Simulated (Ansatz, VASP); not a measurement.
## Pb: VASP beside Ansatz

```
Pb
1.0
    -3.06347    3.01321    1.65109
     3.01321   -3.06347    1.65109
     3.13633    3.13633   -1.74314
Pb
2
Cartesian
  -3.0494 2.9991 1.6511
  0.0098 3.0763 0.7795
```

Alike in both runs: task single point; functional PBEsol; k mesh 12 × 12 × 8; occupations fermi-dirac, width 0.1 eV; no spin polarisation.

```csv
,VASP,Ansatz
version,VASP 6.6.1,Ansatz 0.2.0
potentials or method,"VASP PAW PBE potentials, release 64 (Pb_d), cutoff 520 eV","plane waves (420 eV) with PAW, scalar-relativistic"
valence electrons in the cell,28,28
```

VASP gave:

| Quantity | Value |
| --- | --- |
| pressure (GPa) | 0.0 |
| traceless stress, the component that is largest in VASP (GPa) | -0.13 |

Problem. Which values does Ansatz return?

Solution. Pressure (GPa): 0.1; traceless stress, the component that is largest in VASP (GPa): -0.13.

VASP's potentials were made for PBE, not for PBEsol, and Ansatz warns of the same on its side.

Neither program's run includes spin-orbit coupling.
